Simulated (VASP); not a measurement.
Crystal: TlCrF4.

```xyz
6
Lattice="-3.0554 3.0554 2.5136 3.0554 -3.0554 2.5136 3.0554 3.0554 -2.5136" Properties=species:S:1:pos:R:3 pbc="T T T"
Cr    0.0000    0.0000    2.5136
Tl    0.0000    0.0000    0.0000
F     1.9264    0.0000    0.0000
F     4.1844    0.0000    0.0000
F     0.0000    1.9264    0.0000
F     0.0000    4.1844    0.0000
```

The cell was generated, and may not be a known phase.

```yaml
Program: VASP 6.6.1
Task: relaxation of cell and atoms
Functional: PBE
Potentials_or_basis: VASP PAW PBE potentials, release 64 (Cr_sv, Tl_d, F)
Cutoff: 700 eV
k_mesh: 3 × 3 × 3
Occupations: gaussian, width 0.15 eV
Spin: collinear spin, ferromagnetic start
Starting_moments: "[3.0, 0.0, 0.0, 0.0, 0.0, 0.0] μB"
```

At the start: pressure 26.0 GPa; volume 15.64 Å³/atom.

How do energy, volume and symmetry change on relaxing?

Over 12 steps the energy falls by 380.4 meV/atom and the volume is 22.55 Å³/atom (+44.1 %); space group I4/mmm (No. 139, to 0.1 Å) before and after; moment 4.98 μB per cell.

Step by step:
```
step  energy change (eV)  largest force (eV/Å)  pressure (GPa)  volume (Å³)
   1              0.0000                3.5764           26.05        93.86
   2              2.9259                1.7273           -6.34       132.79
   3              2.1555                1.4580           -3.83       120.61
   4              1.8991                1.0368           -1.31       114.46
   5              1.8222                0.3471            2.53       108.41
   6              1.8192                0.5025            1.68       109.54
   7              1.1205                0.2193            1.56       113.63
   8             -2.1430                0.1180            2.25       120.48
   9             -2.0809                1.5033            4.20       133.93
  10             -2.2034                0.6726            2.94       126.46
  11             -2.2804                0.0790           -0.54       136.67
  12             -2.2821                0.0097           -0.14       135.29
```

Final structure:
```
Cr Tl F
1.0
    -3.25290    3.25290    3.19641
     3.25290   -3.25290    3.19641
     3.25290    3.25290   -3.19641
Cr Tl F
1 1 4
Cartesian
  0.0000 0.0000 3.1964
  0.0000 0.0000 0.0000
  2.0857 0.0000 0.0000
  4.4200 0.0000 0.0000
  0.0000 2.0857 0.0000
  0.0000 4.4200 0.0000
```

Caveat: the k points lie up to 0.46 Å⁻¹ apart in the final cell; the volume moved by over 15 % at a fixed basis, so the end points are rough; a cell with one magnetic atom can't hold antiferromagnetic order, which such compounds often take.
